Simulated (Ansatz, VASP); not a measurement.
## One calculation of Ta2N, two programs

File INCAR:

```
ALGO = Normal
EDIFF = 1E-6
ENCUT = 700
GGA_COMPAT = F
ISIF = 2
ISMEAR = 0
LASPH = T
LCHARG = F
LREAL = F
LWAVE = F
NBANDS = 22
NELM = 120
PREC = Accurate
SIGMA = 0.15
```

File KPOINTS:

```
k-points
0
Gamma
  18 18 10
```

Contents of POSCAR:

```
Ta2N
1.0
    3.0889394892      0.0000000000      0.0000000000
   -1.5444697446      2.6751000684      0.0000000000
    0.0000000000      0.0000000000      4.5781172170
Ta N
2 1
Direct
    0.6666666667      0.3333333333      0.7466885012
    0.3333333333      0.6666666667      0.2533114988
    0.0000000000      0.0000000000      0.0000000000
```

Input for Ansatz:

```yaml
crystal:
  lattice:
    - [3.0889394892, 0.0, 0.0]
    - [-1.5444697446, 2.6751000684, 0.0]
    - [0.0, 0.0, 4.578117217]
  atoms:
    - { symbol: Ta, position: [0.6666666667, 0.3333333333, 0.7466885012] }
    - { symbol: Ta, position: [0.3333333333, 0.6666666667, 0.2533114988] }
    - { symbol: "N", position: [0.0, 0.0, 0.0] }
basis:
  ecutwfc: 520.0
kpoints:
  mp_grid: { grid: [18, 18, 10] }
hamiltonian:
  xc: lda
  pseudopotentials: { kind: paw, azcp: { folder: soft_1 } }
scf:
  occupations: { method: gaussian, width: 0.15 }
output:
  forces: true
  stress: true
  eigenvalues: true
  write_density: true
  write_potential: true
  elf: true
  volumetric_format: npy
```

Alike in both runs: task single point; functional LDA; k mesh 18 × 18 × 10; occupations gaussian, width 0.15 eV; no spin polarisation.

```csv
,VASP,Ansatz
version,VASP 6.6.1,Ansatz 0.2.0
potentials or method,"VASP PAW LDA potentials, release 64 (Ta_sv_GW, N), cutoff 700 eV","scalar-relativistic, plane waves, PAW"
valence electrons in the cell,31,31
```

```tsv
	VASP	Ansatz	Ansatz less VASP
gap on the k mesh at the Fermi level (eV)	none	none	-
pressure (GPa)	10.5	9.5	-1.01
traceless stress, the component that is largest in VASP (GPa)	9.30	9.43	+0.129
rms of the force components (eV/Å)	0.082	0.104	+0.0213
```

Ansatz warns that its potentials were made for another functional, while VASP's fit it. LDA's correlation is that of Perdew and Zunger in VASP and of Perdew and Wang (1992) in Ansatz. Atom by atom the forces differ by 0.021 eV/Å (rms over components). A gap of «none» marks a metal or a gap that the smearing closes.

Spin-orbit coupling is off throughout.
